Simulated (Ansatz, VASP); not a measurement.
# NaI: VASP beside Ansatz

INCAR

```
SYSTEM = NaI
PREC = Accurate ; ENCUT = 520
EDIFF = 1E-6 ; ISMEAR = 0
SIGMA = 0.1 ; LREAL = .FALSE.
LASPH = .TRUE. ; NELM = 60
ALGO = Normal ; ISIF = 2
LWAVE = .FALSE. ; LCHARG = .FALSE.
GGA = PE ; NBANDS = 22
```

The input KPOINTS:

```
regular mesh
0
G
  6 6 6
  0 0 0
```

POSCAR

```
NaI
1.0
   -2.2145135000      2.2145135000      8.3637720000
    2.2145135000     -2.2145135000      8.3637720000
    2.2145135000      2.2145135000     -8.3637720000
Na I
2 2
Direct
    0.2500000000      0.7500000000      0.5000000000
    0.5000000000      0.5000000000      0.0000000000
    0.7500000000      0.2500000000      0.5000000000
    0.0000000000      0.0000000000      0.0000000000
```

Input for Ansatz:

```yaml
crystal:
  lattice:
    - [-2.2145135, 2.2145135, 8.363772]
    - [2.2145135, -2.2145135, 8.363772]
    - [2.2145135, 2.2145135, -8.363772]
  atoms:
    - { symbol: Na, position: [0.25, 0.75, 0.5] }
    - { symbol: Na, position: [0.5, 0.5, 0.0] }
    - { symbol: I, position: [0.75, 0.25, 0.5] }
    - { symbol: I, position: [0.0, 0.0, 0.0] }
basis:
  ecutwfc: 420
kpoints:
  mp_grid: { grid: [6, 6, 6] }
hamiltonian:
  xc: pbe
scf:
  occupations: { method: gaussian, width: 0.1 }
output:
  forces: true
  stress: true
  eigenvalues: true
```

Alike in both runs: task single point; functional PBE; k mesh 6 × 6 × 6; occupations gaussian, width 0.1 eV; no spin polarisation.

|  | VASP | Ansatz |
| --- | --- | --- |
| version | VASP 6.6.1 | Ansatz 0.2.0 |
| potentials or method | VASP PAW PBE potentials, release 64 (Na_pv, I), cutoff 520 eV | scalar-relativistic, plane waves, PAW |
| valence electrons in the cell | 28 | 52 |

|  | VASP | Ansatz | Ansatz less VASP |
| --- | --- | --- | --- |
| gap on the k mesh at the Fermi level (eV) | 3.09 | 3.09 | 0.000 |
| least direct gap on the mesh (eV) | 3.13 | 3.13 | 0.000 |
| pressure (GPa) | 0.1 | 0.1 | -0.01 |
| traceless stress, the component that is largest in VASP (GPa) | 0.05 | 0.05 | +0.007 |

The functional is the same, so the differences come from potentials, cutoffs and numerics. VASP's potentials hold 28 valence electrons a cell and Ansatz's 52, so a difference there can come from the potentials and not from the codes.

Neither program's run includes spin-orbit coupling.
